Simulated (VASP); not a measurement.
Runs of VASP 6.6.1 on Ru. The structure is that of space group P6_3/mmc (No. 194), or close to it. The cells are those of the table. 

```tsv
task	cell	k mesh	cutoff (eV)	smearing	gap on the mesh (eV)	pressure (GPa)
single point	a = 2.710, b = 2.710, c = 4.277 Å, angles 90.0, 90.0, 120.0°, 2 atoms	18 × 18 × 10	520	fermi-dirac 0.15 eV	none	(a)
relaxation of shape and atoms at fixed volume	relaxed from a = 2.674, b = 2.674, c = 4.223 Å, angles 90.0, 90.0, 120.0°, 2 atoms	18 × 18 × 10	600	fermi-dirac 0.15 eV	none	7.2
single point	a = 2.706, b = 2.706, c = 4.282 Å, angles 90.0, 90.0, 120.0°, 2 atoms	9 × 9 × 4	520	gaussian 0.1 eV	none	-6.2
single point	a = 2.673, b = 2.673, c = 4.226 Å, angles 90.0, 90.0, 120.0°, 2 atoms	18 × 18 × 10	520	fermi-dirac 0.15 eV	none	7.3
relaxation of cell and atoms	relaxed from a = 2.690, b = 2.690, c = 4.252 Å, angles 90.0, 90.0, 120.0°, 2 atoms	18 × 18 × 10	600	fermi-dirac 0.15 eV	none	0.0
single point	a = 2.692, b = 2.692, c = 4.252 Å, angles 90.0, 90.0, 120.0°, 2 atoms	18 × 18 × 10	520	fermi-dirac 0.15 eV	none	0.0
single point	a = 2.690, b = 2.690, c = 4.252 Å, angles 90.0, 90.0, 120.0°, 2 atoms	18 × 18 × 10	520	gaussian 0.1 eV	none	0.0
```

Alike in all rows: level PBEsol; potentials or basis VASP PAW PBE potentials, release 64 (Ru_pv); no spin polarisation.

Estimate the missing entries.

(a) -6.6.

Caveats: some runs use coarse meshes; the PAW data sets were made with another functional, which shifts forces and pressure a little; the cell stands under tension (at least some runs); the cell stands under pressure (at least some runs).

A k mesh can miss the band edges, and the runs leave out spin-orbit coupling on Ru.

A gap of «none» marks levels without a gap at the run's occupations.
